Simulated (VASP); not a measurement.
**CdS: relaxation of cell and atoms with RPBE+D4**

The system is CdS.

```
Cd S
1.0
     0.00000    2.91650    2.91650
     2.91650    0.00000    2.91650
     2.91650    2.91650    0.00000
Cd S
1 1
Direct
  0.00000 0.00000 0.00000
  0.75000 0.75000 0.75000
```

```
Program                : VASP 6.6.1
Task                   : relaxation of cell and atoms
Functional             : RPBE
Dispersion             : D4
Potentials or basis    : VASP PAW PBE potentials, release 64 (Cd, S)
Cutoff                 : 600 eV
k mesh                 : 8 × 8 × 8
Occupations            : fermi-dirac, width 0.05 eV
Spin                   : no spin polarisation
Dipole correction      : no
Further INCAR settings : ALGO = Normal; EDIFF = 1e-06; IBRION = 2; EDIFFG = -0.005; NSW = 80; ISIF = 3
```

```yaml
Relaxed_volume: 25.20 Å³/atom
Relaxed_cell: a = 4.146 Å, b = 4.146 Å, c = 4.146 Å, α = 60.00°, β = 60.00°, γ = 60.00°
Space_group_after_relaxing_to_0.1_Å: F-43m (No. 216)
Energy_gained_by_relaxing: 1.1 meV/atom
Ionic_steps: 3
Pressure_after_relaxing: 0.0 GPa
Band_gap_on_the_k_mesh: 1.30 eV
Dispersion_energy_per_atom: -0.588 eV
```

The path:
| step | energy change (eV) | largest force (eV/Å) | pressure (GPa) | volume (Å³) |
| --- | --- | --- | --- | --- |
| 1 | 0.0000 | 0.0000 | 0.92 | 49.62 |
| 2 | -0.0020 | 0.0000 | -0.27 | 50.64 |
| 3 | -0.0022 | 0.0000 | 0.02 | 50.40 |

Final structure:
```
Cd S
1.0
     0.00000    2.93176    2.93176
     2.93176    0.00000    2.93176
     2.93176    2.93176    0.00000
Cd S
1 1
Direct
  0.00000 0.00000 0.00000
  0.75000 0.75000 0.75000
```

Levels at points of the mesh, in eV from the valence-band top:
| k point | band 5 | band 6 | band 7 | band 8 | band 9 | band 10 | band 11 | band 12 | band 13 |
| --- | --- | --- | --- | --- | --- | --- | --- | --- | --- |
| (0.00, 0.00, 0.00) | -7.22 | -7.22 | 0.00 | 0.00 | 0.00 | 1.30 | 6.63 | 6.63 | 6.63 |
| (0.50, 0.00, 0.00) | -7.18 | -6.85 | -4.24 | -0.72 | -0.72 | 3.13 | 7.10 | 7.10 | 7.65 |
| (0.50, 0.50, 0.00) | -7.13 | -6.78 | -3.84 | -1.80 | -1.80 | 3.77 | 4.43 | 9.39 | 10.82 |

It took 87 s on 1 thread of Intel Xeon 8259CL, with other jobs on the host, peak memory 0.23 GiB.

Caveat: the PAW data sets were made with another functional, which shifts forces and pressure a little. As with any semilocal functional, this RPBE gap is likely too small.
